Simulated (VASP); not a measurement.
Input of a VASP 6.6.1 run:

The input INCAR:

```
PREC     = Accurate       # precision mode
ENCUT    = 600            # plane-wave cutoff, eV
EDIFF    = 1E-6           # SCF threshold, eV
ISMEAR   = 0              # smearing method
SIGMA    = 0.02           # smearing width, eV
LREAL    = False          # projectors in reciprocal space
LASPH    = True           # aspherical terms in the spheres
NELM     = 80             # most SCF steps
ALGO     = Normal         # electronic algorithm
ISIF     = 3              # what is computed and relaxed
LWAVE    = False          # write WAVECAR
LCHARG   = False          # write CHGCAR
GGA      = PS             # functional
IBRION   = 2              # ionic algorithm
NSW      = 70             # ionic steps
EDIFFG   = -0.005         # ionic threshold
```

Contents of KPOINTS:

```
Automatic mesh
0
Gamma
  9 9 6
```

The input POSCAR:

```
AlN
1.0
    3.1302455677      0.0000000000      0.0000000000
   -1.5651227838      2.7108721817      0.0000000000
    0.0000000000      0.0000000000      5.0179604231
Al N
2 2
Direct
    0.3333333333      0.6666666667     -0.0007713538
    0.6666666667      0.3333333333      0.4992286462
    0.3333333333      0.6666666667      0.3807713538
    0.6666666667      0.3333333333      0.8807713538
```

Potentials or basis: VASP PAW PBE potentials, release 64 (Al, N).

Command:

```bash
$ cat potpaw_PBE.64/Al/POTCAR potpaw_PBE.64/N/POTCAR > POTCAR
$ mpirun -np 1 vasp_std > vasp.out
```

Q: What does it give for the relaxed volume?

A: 10.45 Å³/atom.

Q: What does it give for the space group after relaxing (to 0.05 Å)?

A: P6_3mc (No. 186).

The path:
| step | energy change (eV) | largest force (eV/Å) | pressure (GPa) | volume (Å³) |
| --- | --- | --- | --- | --- |
| 1 | 0.0000 | 0.0024 | -3.60 | 42.58 |
| 2 | -0.0012 | 0.0165 | 3.48 | 41.12 |
| 3 | -0.0086 | 0.0094 | -0.02 | 41.82 |
| 4 | -0.0086 | 0.0095 | 0.05 | 41.80 |
| 5 | -0.0087 | 0.0094 | 0.06 | 41.80 |
| 6 | -0.0087 | 0.0093 | 0.06 | 41.80 |
| 7 | -0.0087 | 0.0066 | -0.05 | 41.82 |
| 8 | -0.0087 | 0.0002 | -0.01 | 41.81 |

Caveat: the PAW data sets were made with another functional, which shifts forces and pressure a little.
